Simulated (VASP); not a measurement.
Here is a VASP 6.6.1 calculation.

INCAR

```
ALGO     = Normal         # electronic algorithm
EDIFF    = 1E-8           # SCF threshold, eV
ENCUT    = 520            # plane-wave cutoff, eV
GGA      = PE             # functional
ISIF     = 2              # what is computed and relaxed
ISMEAR   = -1             # smearing method
LASPH    = T              # aspherical terms in the spheres
LCHARG   = F              # write CHGCAR
LEFG     = T            
LREAL    = Auto         
LWAVE    = F              # write WAVECAR
NBANDS   = 100            # bands
NELECT   = 150.0        
NELM     = 60             # most SCF steps
PREC     = Accurate       # precision mode
SIGMA    = 0.01           # smearing width, eV
```

Contents of KPOINTS:

```
k-points
0
Gamma
  3 3 3
```

POSCAR

```
TaC35
1.0
    7.4100000000      0.0000000000      0.0000000000
   -3.7050000000      6.4172482419      0.0000000000
    0.0000000000      0.0000000000      6.7900000000
Ta C
1 35
Direct
    0.0000000000      0.0000000000      0.0000000000
    0.0000000000      0.3333333333      0.0000000000
    0.0000000000      0.6666666667      0.0000000000
    0.3333333333      0.0000000000      0.0000000000
    0.3333333333      0.3333333333      0.0000000000
    0.3333333333      0.6666666667      0.0000000000
    0.6666666667      0.0000000000      0.0000000000
    0.6666666667      0.3333333333      0.0000000000
    0.6666666667      0.6666666667      0.0000000000
    0.0000000000      0.0000000000      0.5000000000
    0.0000000000      0.3333333333      0.5000000000
    0.0000000000      0.6666666667      0.5000000000
    0.3333333333      0.0000000000      0.5000000000
    0.3333333333      0.3333333333      0.5000000000
    0.3333333333      0.6666666667      0.5000000000
    0.6666666667      0.0000000000      0.5000000000
    0.6666666667      0.3333333333      0.5000000000
    0.6666666667      0.6666666667      0.5000000000
    0.1111111111      0.2222222222      0.0050000000
    0.1111111111      0.5555555556      0.0050000000
    0.1111111111      0.8888888889      0.0050000000
    0.4444444444      0.2222222222      0.0050000000
    0.4444444444      0.5555555556      0.0050000000
    0.4444444444      0.8888888889      0.0050000000
    0.7777777778      0.2222222222      0.0050000000
    0.7777777778      0.5555555556      0.0050000000
    0.7777777778      0.8888888889      0.0050000000
    0.2222222222      0.1111111111      0.5050000000
    0.2222222222      0.4444444444      0.5050000000
    0.2222222222      0.7777777778      0.5050000000
    0.5555555556      0.1111111111      0.5050000000
    0.5555555556      0.4444444444      0.5050000000
    0.5555555556      0.7777777778      0.5050000000
    0.8888888889      0.1111111111      0.5050000000
    0.8888888889      0.4444444444      0.5050000000
    0.8888888889      0.7777777778      0.5050000000
```

Potentials or basis: VASP PAW PBE potentials, release 64 (Ta_pv, C).

The run is started by

```console
$ cat potpaw_PBE.64/Ta_pv/POTCAR potpaw_PBE.64/C/POTCAR > POTCAR
$ mpirun -np 1 vasp_std > vasp.out
```

Problem. Estimate the largest force.

Solution. 44.484 eV/Å.

Electric field gradients, principal values (V/Å²):
| atom | least | middle | greatest (by size) |
| --- | --- | --- | --- |
| 1 Ta | 56.246 | 56.247 | -112.494 |
| 2 C | -21.602 | -27.865 | 49.467 |
| 3 C | -21.601 | -27.866 | 49.467 |
| 4 C | -21.601 | -27.866 | 49.467 |
| 5 C | -21.602 | -27.865 | 49.467 |
| 6 C | -23.671 | -23.671 | 47.342 |
| 7 C | -21.602 | -27.865 | 49.467 |
| 8 C | -18.808 | -18.808 | 37.615 |
| 9 C | -21.602 | -27.865 | 49.467 |
| 10 C | -16.175 | -16.178 | 32.352 |
| 11 C | -15.340 | -16.436 | 31.776 |
| 12 C | -15.339 | -16.437 | 31.776 |
| 13 C | -15.339 | -16.437 | 31.776 |
| 14 C | -15.339 | -16.436 | 31.775 |
| 15 C | -14.717 | -14.717 | 29.434 |
| 16 C | -15.340 | -16.436 | 31.776 |
| 17 C | -15.447 | -15.447 | 30.894 |
| 18 C | -15.339 | -16.436 | 31.775 |
| 19 C | 4.039 | 13.020 | -17.059 |
| 20 C | -13.777 | -14.763 | 28.540 |
| 21 C | 4.038 | 13.021 | -17.058 |
| 22 C | -6.401 | -10.715 | 17.116 |
| 23 C | -13.776 | -14.764 | 28.540 |
| 24 C | -13.777 | -14.763 | 28.540 |
| 25 C | -6.403 | -10.714 | 17.117 |
| 26 C | -6.401 | -10.715 | 17.116 |
| 27 C | 4.039 | 13.020 | -17.059 |
| 28 C | -15.680 | -17.822 | 33.501 |
| 29 C | -17.137 | -17.639 | 34.776 |
| 30 C | -17.139 | -17.637 | 34.776 |
| 31 C | -16.554 | -17.463 | 34.017 |
| 32 C | -16.555 | -17.462 | 34.017 |
| 33 C | -17.137 | -17.639 | 34.776 |
| 34 C | -15.679 | -17.821 | 33.501 |
| 35 C | -16.554 | -17.463 | 34.017 |
| 36 C | -15.680 | -17.822 | 33.501 |

Caveat: the cell carries a net charge on a neutralising background, which shifts energy and pressure; atoms lie so close that the PAW spheres overlap strongly, which falsifies energies and pressures; without QUAD_EFG the Cq values of the log hold for a quadrupole moment of 1 mb, not for the nuclei.
